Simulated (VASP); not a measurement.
Set up this calculation in VASP 6.6.1, as the native input.

- Task: single point
- Functional: PBE exchange alone
- Potentials or basis: VASP PAW PBE potentials, release 64 (Au)
- Cutoff: 520 eV
- k mesh: 11 × 11 × 11
- Occupations: fermi-dirac, width 0.05 eV
- Spin: no spin polarisation
- Dipole correction: no
- Further INCAR settings: ALGO = Fast; EDIFF = 1e-06; NBANDS = 12

The structure of Au lies in POSCAR:

```
Au
1.0
    0.0000000000      2.0350000000      2.0350000000
    2.0350000000      0.0000000000      2.0350000000
    2.0350000000      2.0350000000      0.0000000000
Au
1
Direct
    0.0000000000      0.0000000000      0.0000000000
```

These files were run (other wordings do the same):

INCAR

```
AGGAC = 0.0 ; ALDAC = 0.0
ALGO = Fast ; EDIFF = 1E-6
ENCUT = 520 ; GGA = PE
ISIF = 2 ; ISMEAR = -1
LASPH = True ; LCHARG = False
LREAL = False ; LWAVE = False
NBANDS = 12 ; NELM = 80
PREC = Accurate ; SIGMA = 0.05
```

KPOINTS

```
k-points
0
Gamma
  11 11 11
```

Potentials or basis: VASP PAW PBE potentials, release 64 (Au).

The run is started by

```sh
$ cat potpaw_PBE.64/Au/POTCAR > POTCAR
$ mpirun -np 1 vasp_std > vasp.out
```

Results of the run:

The pressure is 36.4 GPa.

Run time: 10 s on 1 thread of Intel(R) Xeon(R) Platinum 8488C (Sapphire Rapids), with other jobs on the host, peak memory 0.14 GiB.
